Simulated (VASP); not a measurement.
# Mo in VASP: further runs, part 2 of 3

VASP 6.6.1.

## (4) Single point, PBE

This run uses another cell than the first one: it holds 6 atoms, not 2.

Contents of INCAR:

```
SYSTEM = Mo
ALGO     = Normal         ! electronic algorithm
EDIFF    = 1E-6           ! SCF threshold, eV
ENCUT    = 520            ! plane-wave cutoff, eV
GGA      = PE             ! functional
ISIF     = 2              ! what is computed and relaxed
ISMEAR   = 0              ! smearing method
LASPH    = .True.         ! aspherical terms in the spheres
LCHARG   = .False.        ! write CHGCAR
LREAL    = .False.        ! projectors in reciprocal space
LWAVE    = .False.        ! write WAVECAR
NBANDS   = 51             ! bands
NELM     = 100            ! most SCF steps
PREC     = Accurate       ! precision mode
SIGMA    = 0.1            ! smearing width, eV
```

Contents of KPOINTS:

```
k-points
0
Gamma
  9 9 9
  0 0 0
```

Contents of POSCAR:

```
Mo
1.0
    2.5855619765      1.4927749032      4.2600658493
   -2.5855619765      1.4927749032      4.2600658493
    0.0000000000     -2.9855498063      4.2600658493
Mo
6
Direct
    0.0000000000      0.0000000000      0.0000000000
    0.0000000000      0.5000000000      0.0000000000
    0.0000000000      0.0000000000      0.5000000000
    0.5000000000      0.0000000000      0.0000000000
    0.6318324698      0.6318324698      0.6318324698
    0.3681675302      0.3681675302      0.3681675302
```

Potentials or basis: VASP PAW PBE potentials, release 64 (Mo_sv).

On the command line:

```sh
$ cat potpaw_PBE.64/Mo_sv/POTCAR > POTCAR
$ mpirun -np 1 vasp_std > vasp.out
```

OUTCAR:

```text
SYSTEM = Mo
   EDIFF = 1E-6
   ENCUT = 520
   GGA = PE
   ISIF = 2
   ISMEAR = 0
   LASPH = .True.
   LREAL = .False.
   NELM = 100
   PREC = Accurate

 ion  position               nearest neighbor table
   1  0.000  0.000  0.000-   3 2.60   3 2.60   4 2.60   2 2.60   2 2.60   4 2.60   5 3.02   6 3.02
                             5 3.02   6 3.02   5 3.02   6 3.02
   2  0.000  0.500  0.000-   4 2.59   4 2.59   3 2.59   3 2.59   1 2.60   1 2.60   6 2.98   5 2.98
                             5 3.09   6 3.09   5 3.09   6 3.09
   3  0.000  0.000  0.500-   2 2.59   4 2.59   2 2.59   4 2.59   1 2.60   1 2.60   6 2.98   5 2.98
                             5 3.09   6 3.09   5 3.09   6 3.09
   4  0.500  0.000  0.000-   2 2.59   2 2.59   3 2.59   3 2.59   1 2.60   1 2.60   6 2.98   5 2.98
                             5 3.09   6 3.09   6 3.09   5 3.09
   5  0.632  0.632  0.632-   2 2.98   4 2.98   3 2.98   1 3.02   1 3.02   1 3.02   3 3.09   3 3.09
                             2 3.09   4 3.09   2 3.09   4 3.09   6 3.12   6 3.12   6 3.12   6 3.37
   6  0.368  0.368  0.368-   2 2.98   4 2.98   3 2.98   1 3.02   1 3.02   1 3.02   3 3.09   3 3.09
                             4 3.09   2 3.09   2 3.09   4 3.09   5 3.12   5 3.12   5 3.12   5 3.37

  LATTYP: Found a trigonal (rhomboedric) cell.
 ALAT       =     5.2020831103
 COS(alpha) =     0.5059335910

  Lattice vectors:

 A1 = (   2.5855619765,   1.4927749032,   4.2600658493)
 A2 = (  -2.5855619765,   1.4927749032,   4.2600658493)
 A3 = (   0.0000000000,  -2.9855498063,   4.2600658493)

Analysis of symmetry for initial positions (statically):
=====================================================================
 Subroutine PRICEL returns:
 Original cell was already a primitive cell.

 Routine SETGRP: Setting up the symmetry group for a
 trigonal (rhombohedral) supercell.

 Subroutine GETGRP returns: Found 12 space group operations
 (whereof 12 operations were pure point group operations)
 out of a pool of 12 trial point group operations.

The static configuration has the point symmetry D_3d.

Analysis of symmetry for dynamics (positions and initial velocities):
=====================================================================
 Subroutine PRICEL returns:
[... 138 lines left out ...]
  volume/ion in A,a.u.               =      16.44       110.96
  Fermi-wavevector in a.u.,A,eV,Ry     =   1.551657  2.932206 32.757911  2.407639
  Thomas-Fermi vector in A             =   2.656145
   LORBIT       =      0    0 simple, 1 ext, 2 COOP (PROOUT), +10 PAW based schemes
   GGA     = PE    functional components
   LHFCALC =     F    Hartree Fock is set to
   AEXX    =    0.0000 exact exchange contribution
   IVDW    =     0    specifies the selected vdW correction
   LEPSILON=     F    determine dielectric tensor
   LRPA    =     F    only Hartree local field effects (RPA)
 non-spin polarized calculation
 Gauss-broadening in eV      SIGMA  =   0.10
  energy-cutoff  :      520.00
  volume of cell :       98.65
 maximum number of plane-waves:      2697
   NGX = 19   NGY = 19   NGZ = 19

 number of electron      84.0000002 magnetization

 Free energy of the ion-electron system (eV)
  ---------------------------------------------------
  ext. energy  EPLUGINS =         0.00000000
  ---------------------------------------------------
  free energy    TOTEN  =       -63.43424738 eV

  energy without entropy =      -63.39333858  energy(sigma->0) =      -63.41379298

 E-fermi :  11.4759     XC(G=0): -13.0639

 val. band max:       11.4599399113   @ k =  -0.4444   0.3333   0.0000
 cond. band min:      11.4784822430   @ k =  -0.4444   0.2222   0.0000
 fundamental gap:      0.0185423317
 Fermi energy:        11.4759226394

 k-point     1 :       0.0000    0.0000    0.0000
  band No.  band energies     occupation
      1     -49.5504      2.00000
      2     -49.4380      2.00000
      3     -49.4178      2.00000
      4     -49.0969      2.00000
      5     -49.0895      2.00000
      6     -49.0895      2.00000
[... 1285 lines left out ...]
     50      13.4664      0.00000
     51      13.6905      0.00000

 [... further k-points ...]
[... 5 lines left out ...]
  --------------------------------------------------------------------------------------
  -------------------------------------------------------------------------------------
  Total        0.3124167      0.3124167      0.3001725      0.0000000      0.0000000      0.0000000
  in kB        5.0737376      5.0737376      4.8748886      0.0000000      0.0000000      0.0000000
  external PRESSURE =       5.0074546 kB  Pullay stress =       0.0000000 kB

 VOLUME and BASIS-vectors are now :
 -----------------------------------------------------------------------------
  energy-cutoff  :      520.00
  volume of cell :       98.65
      direct lattice vectors                 reciprocal lattice vectors
     2.585561977  1.492774903  4.260065849     0.193381557  0.111648894  0.078246052
    -2.585561977  1.492774903  4.260065849    -0.193381557  0.111648894  0.078246052
     0.000000000 -2.985549806  4.260065849     0.000000000 -0.223297788  0.078246052

 POSITION                                       TOTAL-FORCE (eV/Angst)
 -----------------------------------------------------------------------------------
      0.00000      0.00000      0.00000         0.000000      0.000000      0.000000
     -1.29278      0.74639      2.13003         0.000000      0.000000      0.000000
      0.00000     -1.49277      2.13003        -0.000000     -0.000000      0.000000
      1.29278      0.74639      2.13003        -0.000000      0.000000      0.000000
      0.00000      0.00000      8.07494         0.000000     -0.000000     -0.004310
      0.00000      0.00000      4.70525         0.000000      0.000000      0.004310
 -----------------------------------------------------------------------------------
    total drift:                                0.000000      0.000000     -0.000000

  FREE ENERGIE OF THE ION-ELECTRON SYSTEM (eV)
  ---------------------------------------------------
  free  energy   TOTEN  =       -63.4342473755 eV

  energy  without entropy=      -63.3933385806  energy(sigma->0) =      -63.41379298
```

OSZICAR:

```text
N       E                     dE             d eps       ncg     rms          rms(c)
DAV:   1     0.105572556674E+04    0.10557E+04   -0.51815E+04  8678   0.173E+03
DAV:   2    -0.263025589154E+02   -0.10820E+04   -0.10586E+04  9358   0.550E+02
DAV:   3    -0.671127554419E+02   -0.40810E+02   -0.39489E+02 11585   0.966E+01
DAV:   4    -0.680615974880E+02   -0.94884E+00   -0.93577E+00 10300   0.118E+01
DAV:   5    -0.680865204016E+02   -0.24923E-01   -0.24857E-01 10887   0.176E+00    0.353E+01
DAV:   6    -0.663071153472E+02    0.17794E+01   -0.34291E+01 11244   0.223E+01    0.174E+01
DAV:   7    -0.647527378039E+02    0.15544E+01   -0.36432E+01 10975   0.190E+01    0.897E+00
DAV:   8    -0.634650170588E+02    0.12877E+01   -0.44651E+00 10941   0.732E+00    0.204E+00
DAV:   9    -0.634408785700E+02    0.24138E-01   -0.26614E-01 11142   0.239E+00    0.147E+00
DAV:  10    -0.634387449882E+02    0.21336E-02   -0.60848E-02 11548   0.156E+00    0.803E-01
DAV:  11    -0.634342825327E+02    0.44625E-02   -0.25542E-02 11640   0.103E+00    0.115E-01
DAV:  12    -0.634343289200E+02   -0.46387E-04   -0.18946E-03 11179   0.219E-01    0.888E-02
DAV:  13    -0.634342470440E+02    0.81876E-04   -0.39520E-04 11120   0.108E-01    0.204E-02
DAV:  14    -0.634342483513E+02   -0.13073E-05   -0.13012E-05  9212   0.195E-02    0.445E-03
DAV:  15    -0.634342473755E+02    0.97579E-06   -0.15396E-06  6427   0.654E-03
   1 F= -.63434247E+02 E0= -.63413793E+02  d E =-.409088E-01
```

stdout:

```text
POSCAR found type information on POSCAR Mo
 POSCAR found :  1 types and       6 ions
 scaLAPACK will be used
 LDA part: xc-table for (Slater+PW92), standard interpolation
 POSCAR, INCAR and KPOINTS ok, starting setup
 FFT: planning ... GRIDC
 FFT: planning ... GRID_SOFT
 FFT: planning ... GRID
 WAVECAR not read
 entering main loop
```

Run time: 10 min. Hardware: 1 thread of Intel Xeon Platinum 8259CL at 2.50GHz (Skylake/Cascade Lake), shared host; peak memory 0.43 GiB.

Results:

- Free energy: -63.4342 eV
- Pressure: 0.5 GPa
- Largest force: 0.004 eV/Å
- Band gap on the k mesh: zero (band 42 reaches 11.55 eV, above the bottom of band 43 at 11.37 eV)

Forces on the atoms (eV/Å):
```
Mo   0.000  0.000  0.000
Mo   0.000  0.000  0.000
Mo   0.000  0.000  0.000
Mo   0.000  0.000  0.000
Mo   0.000  0.000 -0.004
Mo   0.000  0.000  0.004
```

## (5) Single point, PBE

This run uses another cell than the first one: it holds 6 atoms, not 2.

Contents of INCAR:

```
SYSTEM = Mo
PREC = Accurate
ENCUT = 520
EDIFF = 1E-6
ISMEAR = 0
SIGMA = 0.1
LREAL = .False.
LASPH = .True.
NELM = 100
ALGO = Normal
ISIF = 2
LWAVE = .False.
LCHARG = .False.
GGA = PE
NBANDS = 51
```

Contents of KPOINTS:

```
regular mesh
0
Gamma
  4 4 4
  0 0 0
```

Contents of POSCAR:

```
Mo
1.0
    4.4824940370     -2.5870313386      0.0125639458
    4.4824940370      2.5870313386      0.0125639458
   -3.0206646394      0.0000000000      4.2454357547
Mo
6
Direct
    0.0000000000      0.0000000000      0.5000000000
    0.0000000000      0.0000000000      0.0000000000
    0.5000000000      0.0000000000      0.0000000000
    0.0000000000      0.5000000000      0.0000000000
    0.6336484547      0.6336484547      0.3966920798
    0.3663515453      0.3663515453      0.6033079202
```

Potentials or basis: VASP PAW PBE potentials, release 64 (Mo_sv).

On the command line:

```sh
$ cat potpaw_PBE.64/Mo_sv/POTCAR > POTCAR
$ mpirun -np 1 vasp_std > vasp.out
```

OUTCAR:

```text
SYSTEM = Mo
   PREC = Accurate
   ENCUT = 520
   EDIFF = 1E-6
   ISMEAR = 0
   LREAL = .False.
   LASPH = .True.
   NELM = 100
   ISIF = 2
   GGA = PE

 ion  position               nearest neighbor table
   1  0.000  0.000  0.500-   3 2.60   4 2.60   4 2.60   3 2.60   2 2.61   2 2.61   6 3.01   5 3.01
                             6 3.03   5 3.03   6 3.03   5 3.03
   2  0.000  0.000  0.000-   3 2.59   4 2.59   4 2.59   3 2.59   1 2.61   1 2.61   6 2.96   5 2.96
                             5 3.09   6 3.09   5 3.09   6 3.09
   3  0.500  0.000  0.000-   4 2.59   4 2.59   2 2.59   2 2.59   1 2.60   1 2.60   6 2.98   5 2.98
[... 1511 lines left out ...]
  Total        0.4335732      0.4783619      0.4947896      0.0000000      0.0000000      0.0641074
  in kB        7.0409954      7.7683410      8.0351171      0.0000000      0.0000000      1.0410695
  external PRESSURE =       7.6148178 kB  Pullay stress =       0.0000000 kB

 VOLUME and BASIS-vectors are now :
 -----------------------------------------------------------------------------
  energy-cutoff  :      520.00
  volume of cell :       98.66
      direct lattice vectors                 reciprocal lattice vectors
     4.482494037 -2.587031339  0.012563946     0.111323036 -0.193271721  0.079207313
     4.482494037  2.587031339  0.012563946     0.111323036  0.193271721  0.079207313
    -3.020664639  0.000000000  4.245435755    -0.000658899  0.000000000  0.235078269

 POSITION                                       TOTAL-FORCE (eV/Angst)
 -----------------------------------------------------------------------------------
     -1.51033      0.00000      2.12272         0.000000      0.000000      0.000000
      0.00000      0.00000      0.00000        -0.000000      0.000000      0.000000
      2.24125     -1.29352      0.00628         0.000000      0.000000      0.000000
      2.24125      1.29352      0.00628         0.000000     -0.000000      0.000000
      4.48238      0.00000      1.70005        -0.004739      0.000000      0.002852
      1.46195      0.00000      2.57051         0.004739      0.000000     -0.002852
 -----------------------------------------------------------------------------------
    total drift:                                0.000000      0.000000      0.000000

  FREE ENERGIE OF THE ION-ELECTRON SYSTEM (eV)
  ---------------------------------------------------
  free  energy   TOTEN  =       -63.4787588441 eV

  energy  without entropy=      -63.4380440283  energy(sigma->0) =      -63.45840144
```

stdout:

```text
POSCAR found type information on POSCAR Mo
 POSCAR found :  1 types and       6 ions
 scaLAPACK will be used
 LDA part: xc-table for (Slater+PW92), standard interpolation
 POSCAR, INCAR and KPOINTS ok, starting setup
 FFT: planning ... GRIDC
 FFT: planning ... GRID_SOFT
 FFT: planning ... GRID
 WAVECAR not read
 entering main loop
```

It took 3.1 min on 1 thread of Intel Xeon Platinum 8259CL at 2.50GHz (Skylake/Cascade Lake), shared host; peak memory 0.27 GiB.

Results:

| Property | Result |
| --- | --- |
| Free energy | -63.4788 eV |
| Pressure | 0.8 GPa |
| Largest force | 0.006 eV/Å |
| Band gap on the k mesh | zero (band 42 reaches 11.58 eV, above the bottom of band 43 at 11.42 eV) |

Forces in eV/Å, atoms in the order of the input:
```
Mo   0.000  0.000  0.000
Mo   0.000  0.000  0.000
Mo   0.000  0.000  0.000
Mo   0.000  0.000  0.000
Mo  -0.005  0.000  0.003
Mo   0.005  0.000 -0.003
```

Levels at points of the mesh, in eV from the Fermi level:
| k point | band 40 | band 41 | band 42 | band 43 | band 44 | band 45 |
| --- | --- | --- | --- | --- | --- | --- |
| (0.00, 0.00, 0.00) | -0.22 | -0.19 | -0.19 | 0.35 | 0.35 | 1.90 |
| (0.50, 0.00, 0.00) | -0.82 | -0.24 | 0.06 | 0.37 | 0.52 | 0.92 |
| (0.50, 0.50, 0.00) | -1.26 | -0.71 | -0.61 | 0.13 | 0.43 | 1.29 |
| (0.00, 0.00, 0.50) | -0.81 | -0.05 | -0.02 | 0.44 | 0.59 | 0.63 |
| (0.50, 0.00, 0.50) | -1.25 | -0.70 | -0.62 | 0.17 | 0.39 | 1.29 |
| (0.50, 0.50, 0.50) | -0.82 | -0.24 | 0.11 | 0.38 | 0.52 | 0.89 |

Caveat: the k points lie up to 0.37 Å⁻¹ apart.

[end of part 2 of 3]
